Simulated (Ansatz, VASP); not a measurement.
# Two plane-wave programs on MoS2

```
CELL_PARAMETERS angstrom
3.18543 0.00000 0.00000
-1.59272 2.75867 0.00000
0.00000 0.00000 13.17839
ATOMIC_POSITIONS crystal
Mo 0.00000 0.00000 0.25000
Mo 0.00000 0.00000 0.75000
S 0.33333 0.66667 0.36838
S 0.66667 0.33333 0.63162
S 0.66667 0.33333 0.86838
S 0.33333 0.66667 0.13162
```

Alike in both runs: task electric field gradients; functional LDA; k mesh 11 × 11 × 3; occupations fermi-dirac, width 0.02 eV; collinear spin.

|  | VASP | Ansatz |
| --- | --- | --- |
| version | VASP 6.6.1 | Ansatz 0.2.0 |
| potentials or method | VASP PAW LDA potentials, release 64 (Mo_sv, S) | plane-wave PAW, scalar-relativistic |
| plane-wave cutoff (eV) | 520 | 420 |
| valence electrons in the cell | 52 | 52 |

```tsv
	VASP	Ansatz	Ansatz less VASP
gap on the k mesh at the Fermi level (eV)	1.15	1.14	-0.009
pressure (GPa)	-6.2	-6.3	-0.11
traceless stress, the component that is largest in VASP (GPa)	0.79	0.81	+0.029
rms of the force components (eV/Å)	0.223	0.232	+0.0084
net moment per atom (μB)	0.00	0.00	0.000
size of Vzz on the site where it differs most (V/Å²)	82.1	77.5	-4.66
```

LDA's correlation is that of Perdew and Zunger in VASP and of Perdew and Wang (1992) in Ansatz. Atom by atom the forces differ by 0.008 eV/Å (rms over components). Ansatz's warnings: seeded moment not kept.
